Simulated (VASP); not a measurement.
Write the native input for VASP 6.6.1 that does the following.

| Property | Result |
| --- | --- |
| Task | single point |
| Functional | PBEsol |
| Potentials or basis | VASP PAW PBE potentials, release 64 (O) |
| Cutoff | 600 eV |
| k mesh | 5 × 5 × 2 |
| Occupations | fermi-dirac, width 0.1 eV |
| Spin | no spin polarisation |
| Dipole correction | no |
| Further INCAR settings | ALGO = Normal; EDIFF = 1e-06; NBANDS = 13 |

The structure of O lies in POSCAR:

```
O
1.0
    3.7646000000      0.0000000000      0.0000000000
    0.0000000000      3.7646000000      0.0000000000
    0.0000000000      0.0000000000      8.3540000000
O
2
Direct
    0.0000000000      0.0000000000      0.5000000000
    0.5000000000      0.5000000000      0.5000000000
```

These files were run (other wordings do the same):

INCAR

```
SYSTEM = O
PREC = Accurate
ENCUT = 600
EDIFF = 1E-6
ISMEAR = -1
SIGMA = 0.1
LREAL = .FALSE.
LASPH = .TRUE.
NELM = 120
ALGO = Normal
ISIF = 2
LWAVE = .FALSE.
LCHARG = .TRUE.
GGA = PS
LELF = .TRUE.
LVHAR = .TRUE.
NBANDS = 13
GGA_COMPAT = .FALSE.
```

KPOINTS

```
Automatic mesh
0
G
  5 5 2
  0 0 0
```

Potentials or basis: VASP PAW PBE potentials, release 64 (O).

Run with:

```sh
$ cat potpaw_PBE.64/O/POTCAR > POTCAR
$ mpirun -np 1 vasp_std > vasp.out
```

It gave:

```yaml
Band_gap_on_the_k_mesh: zero (bands 6 and 7 overlap by 0.30 eV)
```

Caveat: the k points lie up to 0.38 Å⁻¹ apart; there is no dipole correction, which matters where the two faces differ.

Run time: 38 s on 1 thread of Intel Xeon 8259CL (shared host), peak memory 0.23 GiB.
